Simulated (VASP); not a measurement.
Wanted: the native input for a VASP 6.6.1 run.

```yaml
Task: single point
Functional: LDA
Potentials_or_basis: VASP PAW LDA potentials, release 64 (Pt)
Cutoff: 500 eV
k_mesh: 7 × 7 × 4
Occupations: methfessel-paxton, width 0.02 eV
Spin: no spin polarisation
Dipole_correction: no
Further_INCAR_settings: ALGO = Normal; EDIFF = 1e-06; NBANDS = 17
```

The structure of Pt lies in POSCAR:

```
Pt
1.0
    2.7606656200      0.0000000000      0.0000000000
   -1.3803328100      2.3908065500      0.0000000000
    0.0000000000      0.0000000000      4.7921340000
Pt
2
Direct
    0.6666666700      0.3333333300      0.7500000000
    0.3333333300      0.6666666700      0.2500000000
```

One way to write it, as run:

INCAR

```
SYSTEM = Pt
PREC = Accurate
ENCUT = 500
EDIFF = 1E-6
ISMEAR = 1
SIGMA = 0.02
LREAL = .False.
LASPH = .True.
NELM = 120
ALGO = Normal
ISIF = 2
LWAVE = .False.
LCHARG = .True.
LELF = .True.
LVHAR = .True.
NBANDS = 17
GGA_COMPAT = .False.
```

KPOINTS

```
Automatic mesh
0
Gamma
  7 7 4
  0 0 0
```

Potentials or basis: VASP PAW LDA potentials, release 64 (Pt).

Launch:

```bash
$ cat potpaw_LDA.64/Pt/POTCAR > POTCAR
$ mpirun -np 1 vasp_std > vasp.out
```

Results of the run:

```yaml
Pressure: -15.1 GPa
Band_gap_on_the_k_mesh: zero (band 10 reaches 10.43 eV, above the bottom of band 11 at 9.45 eV)
```

Caveat: the k points lie up to 0.38 Å⁻¹ apart; spin-orbit coupling is left out, which moves the levels of the heavy elements.

Run time: 8.3 s on 1 thread of Intel Xeon 6975P-C, on a shared host, peak memory 0.13 GiB.
